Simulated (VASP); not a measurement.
ZrSi2: single point with PBE

Crystal: ZrSi2.

```xyz
6
Lattice="1.9082 -7.6158 0.0000 1.9082 7.6158 0.0000 0.0000 0.0000 3.7894" Properties=species:S:1:pos:R:3 pbc="T T T"
Zr    1.9082   -6.0114    2.8421
Zr    1.9082    6.0114    0.9474
Si    1.9082   -0.8088    2.8421
Si    1.9082    0.8088    0.9474
Si    1.9082    3.8032    2.8421
Si    1.9082   -3.8032    0.9474
```

This cell differs from its parent crystal: strain +0.030 along x and y, +0.030 along z.

```yaml
Program: VASP 6.6.1
Task: single point
Functional: PBE
Potentials_or_basis: VASP PAW PBE potentials, release 64 (Zr_sv, Si)
Cutoff: 520 eV
k_mesh: 14 × 14 × 14
Occupations: gaussian, width 0.15 eV
Spin: no spin polarisation
```

- Pressure: -9.5 GPa
- Largest force: 0.165 eV/Å
- Band gap on the k mesh: zero (bands 20 and 21 overlap by 0.66 eV)

Forces on the atoms (eV/Å):
```
Zr   0.000  0.156  0.000
Zr   0.000 -0.156  0.000
Si   0.000  0.165  0.000
Si   0.000 -0.165  0.000
Si   0.000  0.007  0.000
Si   0.000 -0.007  0.000
```

Stress tensor (GPa, compression positive):
```
 -9.47   0.00   0.00
  0.00  -8.61   0.00
  0.00   0.00 -10.49
```

Levels at points of the mesh, in eV from the Fermi level:
```tsv
k point	band 18	band 19	band 20	band 21	band 22	band 23
(0.00, 0.00, 0.00)	-2.20	-2.08	-0.29	1.05	1.30	1.46
(0.50, 0.00, 0.00)	-1.31	-0.70	-0.37	-0.35	0.73	0.74
(0.50, 0.50, 0.00)	-1.83	-1.36	0.07	0.98	1.07	1.39
(0.00, 0.00, 0.50)	-1.67	-0.04	-0.04	0.07	0.07	1.51
(0.50, 0.00, 0.50)	-3.09	-1.99	-1.99	1.98	1.98	2.76
(0.50, 0.50, 0.50)	-2.01	-0.76	-0.76	0.01	0.01	2.10
```

Run time: 2.1 h on 1 thread of Oxide Virtual Turin-like Processor, with other jobs on the host, peak memory 1.2 GiB.

Caveat: the cell differs from its parent crystal (strain +0.030 along x and y, +0.030 along z); the cell stands under tension.
